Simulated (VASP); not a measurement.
# Al (Fm-3m) in VASP: notebook

The runs below take Al through single point, with r2SCAN.

Program: VASP 6.6.1. These are calculated values, not measurements. Logs are shortened: lines on timing, memory, paths and dates and some standing lists are left out, and cuts for length are marked.

## 1. The cell of the first run

Symmetry: Fm-3m, No. 225, cubic system. The conventional cell has a = 4.050 Å, b = 4.050 Å, c = 4.050 Å, α = 90.00°, β = 90.00°, γ = 90.00°. Al (site symmetry m-3m) has 12 Al at 2.86 Å within 3.8 Å.

## 2. Single point, r2SCAN

POSCAR reads:

```
Al
1.0
    0.0000000000      2.0248050000      2.0248050000
    2.0248050000      0.0000000000      2.0248050000
    2.0248050000      2.0248050000      0.0000000000
Al
1
Direct
    0.0000000000      0.0000000000      0.0000000000
```

INCAR.step1 reads:

```
SYSTEM = Al
PREC     = Accurate       ! precision mode
ENCUT    = 520            ! plane-wave cutoff, eV
ISMEAR   = 1              ! smearing method
SIGMA    = 0.5            ! smearing width, eV
LREAL    = .False.        ! projectors in reciprocal space
LASPH    = .True.         ! aspherical terms in the spheres
NELM     = 60             ! most SCF steps
NBANDS   = 8              ! bands
GGA      = PE             ! functional
ALGO     = Normal         ! electronic algorithm
EDIFF    = 1E-4           ! SCF threshold, eV
LWAVE    = .True.         ! write WAVECAR
LCHARG   = .False.        ! write CHGCAR
```

INCAR.step2 reads:

```
SYSTEM = Al
PREC     = Accurate       ! precision mode
ENCUT    = 520            ! plane-wave cutoff, eV
EDIFF    = 1E-6           ! SCF threshold, eV
ISMEAR   = 1              ! smearing method
SIGMA    = 0.5            ! smearing width, eV
LREAL    = .False.        ! projectors in reciprocal space
LASPH    = .True.         ! aspherical terms in the spheres
NELM     = 60             ! most SCF steps
ALGO     = Normal         ! electronic algorithm
ISIF     = 2              ! what is computed and relaxed
LWAVE    = .False.        ! write WAVECAR
LCHARG   = .False.        ! write CHGCAR
METAGGA  = R2SCAN         ! meta-GGA
LMIXTAU  = .True.       
NBANDS   = 8              ! bands
ISTART   = 1
```

KPOINTS reads:

```
regular mesh
0
Gamma
  12 12 12
  0 0 0
```

Potentials or basis: VASP PAW PBE potentials, release 64 (Al).

Launch:

```bash
> cat potpaw_PBE.64/Al/POTCAR > POTCAR
> cp INCAR.step1 INCAR
> mpirun -np 1 vasp_std > vasp.out
> cp INCAR.step2 INCAR
> mpirun -np 1 vasp_std > vasp.out
```

OUTCAR:

```text
SYSTEM = Al
   PREC = Accurate
   ENCUT = 520
   EDIFF = 1E-6
   ISMEAR = 1
   LREAL = .False.
   LASPH = .True.
   NELM = 60
   ISIF = 2
   METAGGA = R2SCAN
   ISTART = 1

 ion  position               nearest neighbor table
   1  0.000  0.000  0.000-

  LATTYP: Found a face centered cubic cell.
 ALAT       =     4.0496100000

  Lattice vectors:

 A1 = (   0.0000000000,   2.0248050000,   2.0248050000)
 A2 = (   2.0248050000,   0.0000000000,   2.0248050000)
 A3 = (   2.0248050000,   2.0248050000,   0.0000000000)

Analysis of symmetry for initial positions (statically):
=====================================================================
 Subroutine PRICEL returns:
 Original cell was already a primitive cell.

 Routine SETGRP: Setting up the symmetry group for a
 face centered cubic supercell.

 Subroutine GETGRP returns: Found 48 space group operations
 (whereof 48 operations were pure point group operations)
 out of a pool of 48 trial point group operations.

The static configuration has the point symmetry O_h .

Analysis of symmetry for dynamics (positions and initial velocities):
=====================================================================
 Subroutine PRICEL returns:
 Original cell was already a primitive cell.

 Routine SETGRP: Setting up the symmetry group for a
 face centered cubic supercell.

 Subroutine GETGRP returns: Found 48 space group operations
 (whereof 48 operations were pure point group operations)
 out of a pool of 48 trial point group operations.

The dynamic configuration has the point symmetry O_h .

 Subroutine INISYM returns: Found 48 space group operations
 (whereof 48 operations are pure point group operations),
 and found     1 'primitive' translations

----------------------------------------------------------------------------------------

                                     Primitive cell

  volume of cell :      16.6027

  direct lattice vectors                    reciprocal lattice vectors
     0.000000000  2.024805000  2.024805000    -0.246937359  0.246937359  0.246937359
     2.024805000  0.000000000  2.024805000     0.246937359 -0.246937359  0.246937359
     2.024805000  2.024805000  0.000000000     0.246937359  0.246937359 -0.246937359

  length of vectors
     2.863506692  2.863506692  2.863506692     0.427708053  0.427708053  0.427708053

  position of ions in fractional coordinates (direct lattice)
     0.000000000  0.000000000  0.000000000

  ion indices of the primitive-cell ions
   primitive index   ion index
                 1           1

----------------------------------------------------------------------------------------

 KPOINTS: regular mesh

Automatic generation of k-mesh.
 Grid dimensions read from file:
 generate k-points for:   12   12   12

 Generating k-lattice:

  Cartesian coordinates                     Fractional coordinates (reciprocal lattice)
    -0.020578113  0.020578113  0.020578113     0.083333333  0.000000000  0.000000000
     0.020578113 -0.020578113  0.020578113     0.000000000  0.083333333  0.000000000
     0.020578113  0.020578113 -0.020578113     0.000000000  0.000000000  0.083333333

  Length of vectors
     0.035642338  0.035642338  0.035642338

  Shift w.r.t. Gamma in fractional coordinates (k-lattice)
     0.000000000  0.000000000  0.000000000

 Subroutine IBZKPT returns following result:
 ===========================================

 Found     72 irreducible k-points:

 Following reciprocal coordinates:
            Coordinates               Weight
  0.000000  0.000000  0.000000      1.000000
  0.083333  0.000000  0.000000      8.000000
  0.166667  0.000000  0.000000      8.000000
  0.250000  0.000000  0.000000      8.000000
  0.333333  0.000000  0.000000      8.000000
  0.416667  0.000000  0.000000      8.000000
[... 16 lines left out ...]
  0.500000  0.166667  0.000000     24.000000
 -0.416667  0.166667  0.000000     24.000000
 [... further k-points ...]
   k-points           NKPTS =     72   k-points in BZ     NKDIM =     72   number of bands    NBANDS=      8
   number of dos      NEDOS =    301   number of ions     NIONS =      1
   total plane-waves  NPLWV =  13824
   dimension x,y,z NGX =    24 NGY =   24 NGZ =   24
   dimension x,y,z NGXF=    48 NGYF=   48 NGZF=   48
   ions per type =               1
   NGX,Y,Z   is equivalent  to a cutoff of  13.93, 13.93, 13.93 a.u.
   NGXF,Y,Z  is equivalent  to a cutoff of  27.87, 27.87, 27.87 a.u.
 SYSTEM =  Al
   PREC   = accura    normal or accurate (medium, high low for compatibility)
   ISTART =      1    job   : 0-new  1-cont  2-samecut
   ICHARG =      0    charge: 1-file 2-atom 10-const
   ISPIN  =      1    spin polarized calculation?
   LNONCOLLINEAR =      F non collinear calculations
   LSORBIT =      F    spin-orbit coupling
   LASPH  =      T    aspherical Exc in radial PAW
   ENCUT  =  520.0 eV  38.22 Ry    6.18 a.u.   5.32  5.32  5.32*2*pi/ulx,y,z
   NELM   =     60;   NELMIN=  2; NELMDL=  0     # of ELM steps
   EDIFF  = 0.1E-05   stopping-criterion for ELM
   LREAL  =      F    real-space projection
   EDIFFG = 0.1E-04   stopping-criterion for IOM
   NSW    =      0    number of steps for IOM
   IBRION =     -1    ionic relax: 0-MD 1-quasi-New 2-CG
   NFREE  =      0    steps in history (QN), initial steepest desc. (CG)
   ISIF   =      2    stress and relaxation
   ISYM   =      2    0-nonsym 1-usesym 2-fastsym
   POTIM  = 0.5000    time-step for ionic-motion
   TEBEG  =    0.0;   TEEND  =   0.0 temperature during run
   PSTRESS=    0.0 pullay stress
   NELECT =       3.0000    total number of electrons
   NUPDOWN=      -1.0000    fix difference up-down
   EMIN   =  10.00;   EMAX   =-10.00  energy-range for DOS
   EFERMI =   0.00;   METHOD = LEGACY
   ISMEAR =     1;   SIGMA  =   0.50  broadening in eV -4-tet -1-fermi 0-gaus
   EFERMI_NEDOS =   21; number of points for ismear=-14 and -15
   IALGO  =     38    algorithm
   IMIX   =      4    mixing-type and parameters
     AMIX     =   0.40;   BMIX     =  1.00
     AMIX_MAG =   1.60;   BMIX_MAG =  1.00
  volume/ion in A,a.u.               =      16.60       112.04
  Fermi-wavevector in a.u.,A,eV,Ry     =   0.925526  1.748991 11.654733  0.856599
  Thomas-Fermi vector in A             =   2.051390
   LORBIT       =      0    0 simple, 1 ext, 2 COOP (PROOUT), +10 PAW based schemes
   METAGGA = R2SCAN    functional components
   LHFCALC =     F    Hartree Fock is set to
   AEXX    =    0.0000 exact exchange contribution
   IVDW    =     0    specifies the selected vdW correction
   LEPSILON=     F    determine dielectric tensor
   LRPA    =     F    only Hartree local field effects (RPA)
 non-spin polarized calculation
 Methfessel and Paxton  Order N= 1 SIGMA  =   0.50
  energy-cutoff  :      520.00
  volume of cell :       16.60
 maximum number of plane-waves:       459
 NGX is ok and might be reduce to    24
   NGX = 11   NGY = 11   NGZ = 11

 number of electron       3.0000000 magnetization

 Free energy of the ion-electron system (eV)
  ---------------------------------------------------
  ext. energy  EPLUGINS =         0.00000000
  ---------------------------------------------------
  free energy    TOTEN  =        -6.73680883 eV

  energy without entropy =       -6.73527747  energy(sigma->0) =       -6.73629838

 E-fermi :   7.8515     XC(G=0): -10.8833

 val. band max:        7.7775648361   @ k =  -0.3333   0.4167   0.0833
 cond. band min:       7.8766791325   @ k =  -0.4167   0.4167   0.0833
 fundamental gap:      0.0991142964
 Fermi energy:         7.8514781915

 k-point     1 :       0.0000    0.0000    0.0000
  band No.  band energies     occupation
      1      -3.8422      2.00000
      2      21.2404      0.00000
      3      21.2404      0.00000
      4      21.2405      0.00000
      5      23.0868      0.00000
      6      23.0868      0.00000
      7      23.0868      0.00000
      8      25.2704      0.00000

 k-point     2 :       0.0833    0.0000    0.0000
  band No.  band energies     occupation
      1      -3.6423      2.00000
      2      18.5373      0.00000
      3      20.7005      0.00000
      4      20.7005      0.00000
      5      23.6830      0.00000
      6      23.9374      0.00000
      7      23.9374      0.00000
      8      27.2406      0.00000

 k-point     3 :       0.1667    0.0000    0.0000
  band No.  band energies     occupation
      1      -3.0442      2.00000
      2      14.9870     -0.00000
      3      19.9906      0.00000
      4      19.9906      0.00000
      5      23.4593      0.00000
      6      25.0471      0.00000
      7      25.0471      0.00000
      8      26.1922      0.00000

 k-point     4 :       0.2500    0.0000    0.0000
  band No.  band energies     occupation
      1      -2.0528      2.00000
      2      11.5993     -0.00000
      3      19.5345      0.00000
      4      19.5345      0.00000
      5      23.2047      0.00000
      6      23.6208      0.00000
      7      23.6208      0.00000
      8      27.8693      0.00000

 k-point     5 :       0.3333    0.0000    0.0000
  band No.  band energies     occupation
      1      -0.6761      2.00000
      2       8.4842     -0.07043
      3      19.3914      0.00000
      4      19.3914      0.00000
      5      22.1401      0.00000
      6      22.1401      0.00000
      7      23.1705      0.00000
      8      26.3633      0.00000
[... 177 lines left out ...]
 k-point    22 :       0.4167    0.1667    0.0000
  band No.  band energies     occupation
      1       0.5569      2.00000
      2       8.1550      0.15365
      3      15.6798     -0.00000
      4      16.3678     -0.00000
      5      18.2226      0.00000
      6      25.7957      0.00000
      7      25.9315      0.00000
      8      28.9589      0.00000

 k-point    23 :       0.5000    0.1667    0.0000
  band No.  band energies     occupation
      1       2.4129      2.00000
      2       5.4929      2.00000
      3      14.5576     -0.00000
      4      16.6594     -0.00000
      5      18.5723      0.00000
      6      24.8984      0.00000
      7      27.4388      0.00000
      8      29.4165      0.00000

 k-point    24 :      -0.4167    0.1667    0.0000
  band No.  band energies     occupation
      1       3.1003      2.00000
      2       4.6861      2.00000
      3      13.7903     -0.00000
      4      17.2925     -0.00000
      5      19.2738      0.00000
      6      24.1687      0.00000
      7      27.0951      0.00000
      8      30.1606      0.00000

 [... further k-points ...]
[... 5 lines left out ...]
  --------------------------------------------------------------------------------------
  -------------------------------------------------------------------------------------
  Total       -0.3869050     -0.3869050     -0.3869050     -0.0000000     -0.0000000      0.0000000
  in kB      -37.3366492    -37.3366492    -37.3366492     -0.0000000     -0.0000000      0.0000000
  external PRESSURE =     -37.3366492 kB  Pullay stress =       0.0000000 kB

 VOLUME and BASIS-vectors are now :
 -----------------------------------------------------------------------------
  energy-cutoff  :      520.00
  volume of cell :       16.60
      direct lattice vectors                 reciprocal lattice vectors
     0.000000000  2.024805000  2.024805000    -0.246937359  0.246937359  0.246937359
     2.024805000  0.000000000  2.024805000     0.246937359 -0.246937359  0.246937359
     2.024805000  2.024805000  0.000000000     0.246937359  0.246937359 -0.246937359

 POSITION                                       TOTAL-FORCE (eV/Angst)
 -----------------------------------------------------------------------------------
      0.00000      0.00000      0.00000         0.000000      0.000000     -0.000000
 -----------------------------------------------------------------------------------
    total drift:                                0.000000     -0.000000     -0.000000

  FREE ENERGIE OF THE ION-ELECTRON SYSTEM (eV)
  ---------------------------------------------------
  free  energy   TOTEN  =        -6.7368088307 eV

  energy  without entropy=       -6.7352774744  energy(sigma->0) =       -6.73629838
```

Wall time 30 s (1 thread of AMD EPYC 7R13 (Zen 3), shared host); peak memory 0.11 GiB.

Results:

| Property | Result |
| --- | --- |
| Free energy | -6.7368 eV |
| Pressure | -3.7 GPa |

Caveat: the PAW data sets were made with another functional, which shifts forces and pressure a little.

## 3. Single point, r2SCAN

POSCAR is that of step 2.

INCAR.step1 reads:

```
SYSTEM = Al
PREC     = Accurate       ! precision mode
ENCUT    = 520            ! plane-wave cutoff, eV
ISMEAR   = 1              ! smearing method
SIGMA    = 0.3            ! smearing width, eV
LREAL    = .FALSE.        ! projectors in reciprocal space
LASPH    = .TRUE.         ! aspherical terms in the spheres
NELM     = 100            ! most SCF steps
NBANDS   = 8              ! bands
GGA      = PE             ! functional
ALGO     = Normal         ! electronic algorithm
EDIFF    = 1E-4           ! SCF threshold, eV
LWAVE    = .TRUE.         ! write WAVECAR
LCHARG   = .FALSE.        ! write CHGCAR
```

INCAR.step2 reads:

```
SYSTEM = Al
PREC     = Accurate       ! precision mode
ENCUT    = 520            ! plane-wave cutoff, eV
EDIFF    = 1E-7           ! SCF threshold, eV
ISMEAR   = 1              ! smearing method
SIGMA    = 0.3            ! smearing width, eV
LREAL    = .FALSE.        ! projectors in reciprocal space
LASPH    = .TRUE.         ! aspherical terms in the spheres
NELM     = 100            ! most SCF steps
ALGO     = Normal         ! electronic algorithm
ISIF     = 2              ! what is computed and relaxed
LWAVE    = .FALSE.        ! write WAVECAR
LCHARG   = .FALSE.        ! write CHGCAR
METAGGA  = R2SCAN         ! meta-GGA
LMIXTAU  = .TRUE.       
NBANDS   = 8              ! bands
ISTART   = 1
```

KPOINTS reads:

```
regular mesh
0
G
  12 12 12
  0 0 0
```

Potentials or basis: VASP PAW PBE potentials, release 64 (Al).

Launch:

```bash
> cat potpaw_PBE.64/Al/POTCAR > POTCAR
> cp INCAR.step1 INCAR
> mpirun -np 1 vasp_std > vasp.out
> cp INCAR.step2 INCAR
> mpirun -np 1 vasp_std > vasp.out
```

It took 36 s on 1 thread of AMD EPYC 7R13 (Zen 3), shared host; peak memory 0.11 GiB.

The run converged. Its results:

| Quantity | Value |
| --- | --- |
| Free energy | -6.7353 eV |
| Pressure | -3.6 GPa |

Levels at points of the mesh, in eV from the Fermi level:
```csv
k point,band 1,band 2,band 3,band 4,band 5
"(0.00, 0.00, 0.00)",-11.67,13.41,13.41,13.41,15.26
"(0.50, 0.00, 0.00)",-4.85,-4.40,12.17,12.17,12.37
"(0.50, 0.50, 0.00)",-3.02,-1.52,5.59,6.09,6.09
```

Caveat: the PAW data sets were made with another functional, which shifts forces and pressure a little.

## 4. Single point, r2SCAN

POSCAR is that of step 3.

INCAR.step1 reads:

```
ALGO     = Normal         # electronic algorithm
EDIFF    = 1E-4           # SCF threshold, eV
ENCUT    = 520            # plane-wave cutoff, eV
GGA      = PE             # functional
ISMEAR   = 1              # smearing method
LASPH    = True           # aspherical terms in the spheres
LCHARG   = False          # write CHGCAR
LREAL    = False          # projectors in reciprocal space
LWAVE    = True           # write WAVECAR
NBANDS   = 8              # bands
NELM     = 80             # most SCF steps
PREC     = Accurate       # precision mode
SIGMA    = 0.2            # smearing width, eV
```

INCAR.step2 reads:

```
ALGO     = Normal         # electronic algorithm
EDIFF    = 1E-6           # SCF threshold, eV
ENCUT    = 520            # plane-wave cutoff, eV
ISIF     = 2              # what is computed and relaxed
ISMEAR   = 1              # smearing method
ISTART   = 1            
LASPH    = True           # aspherical terms in the spheres
LCHARG   = False          # write CHGCAR
LMIXTAU  = True         
LREAL    = False          # projectors in reciprocal space
LWAVE    = False          # write WAVECAR
METAGGA  = R2SCAN         # meta-GGA
NBANDS   = 8              # bands
NELM     = 80             # most SCF steps
PREC     = Accurate       # precision mode
SIGMA    = 0.2            # smearing width, eV
```

KPOINTS reads:

```
k-points
0
Gamma
  12 12 12
```

Launch:

```bash
> cat potpaw_PBE.64/Al/POTCAR > POTCAR
> cp INCAR.step1 INCAR
> mpirun -np 1 vasp_std > vasp.out
> cp INCAR.step2 INCAR
> mpirun -np 1 vasp_std > vasp.out
```

Run time: 31 s. Hardware: 1 thread of AMD EPYC 7R13 (Zen 3), shared host; peak memory 0.1 GiB.

The run converged. Its results:

```
Free energy : -6.7346 eV
Pressure    : -3.6 GPa
```

Levels at points of the mesh, in eV from the Fermi level:
```
           k point  band 1  band 2  band 3  band 4  band 5  band 6
(0.00, 0.00, 0.00)  -11.67   13.42   13.42   13.42   15.26   15.26
(0.50, 0.00, 0.00)   -4.84   -4.40   12.18   12.18   12.37   12.37
(0.50, 0.50, 0.00)   -3.02   -1.52    5.59    6.10    6.10    9.97
```

Caveat: the PAW data sets were made with another functional, which shifts forces and pressure a little.

[end of part 1 of 2]
